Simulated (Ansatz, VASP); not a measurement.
## Ti: VASP beside Ansatz

```xyz
2
Lattice="2.9009 0.0000 0.0000 -1.4505 2.5123 0.0000 0.0000 0.0000 4.5923" Properties=species:S:1:pos:R:3 pbc="T T T"
Ti    0.0000    1.6748    1.1481
Ti    1.4505    0.8374    3.4442
```

Alike in both runs: functional PBEsol; k mesh 18 × 18 × 10; occupations fermi-dirac, width 0.08 eV; no spin polarisation.

Ansatz relaxed the structure, and its values are those at the end. VASP's run is a single point on that final structure, the one shown.

|  | VASP | Ansatz |
| --- | --- | --- |
| version | VASP 6.6.1 | Ansatz 0.2.0 |
| potentials or method | VASP PAW PBE potentials, release 64 (Ti_sv) | PAW with Ansatz's default frozen-core files, scalar-relativistic |
| plane-wave cutoff (eV) | 520 | 420 |
| valence electrons in the cell | 24 | 24 |

Ansatz gave:

```
pressure (GPa) : 0.0
```

Task: Estimate VASP's values.

Result: Pressure (GPa): -0.2.

VASP's potentials were made for PBE, not for PBEsol.
